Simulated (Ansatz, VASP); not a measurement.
# One calculation of Y, two programs

```
Y
1.0
     0.00000    2.69957    2.10567
     2.69957    0.00000    2.10567
     2.69957    2.69957    0.00000
Y
1
Direct
  0.00000 0.00000 0.00000
```

Alike in both runs: task single point; functional PBEsol; k mesh 18 × 18 × 18; occupations gaussian, width 0.15 eV; no spin polarisation.

```csv
,VASP,Ansatz
version,VASP 6.6.1,Ansatz 0.2.0
potentials or method,"VASP PAW PBE potentials, release 64 (Y_sv), cutoff 520 eV","scalar-relativistic, plane waves, PAW"
valence electrons in the cell,11,11
```

```csv
,VASP,Ansatz,Ansatz less VASP
gap on the k mesh at the Fermi level (eV),none,none,-
pressure (GPa),0.4,0.6,+0.14
"traceless stress, the component that is largest in VASP (GPa)",2.34,2.32,-0.018
```

VASP's potentials were made for PBE, not for PBEsol. A gap of «none» marks a metal or a gap that the smearing closes.
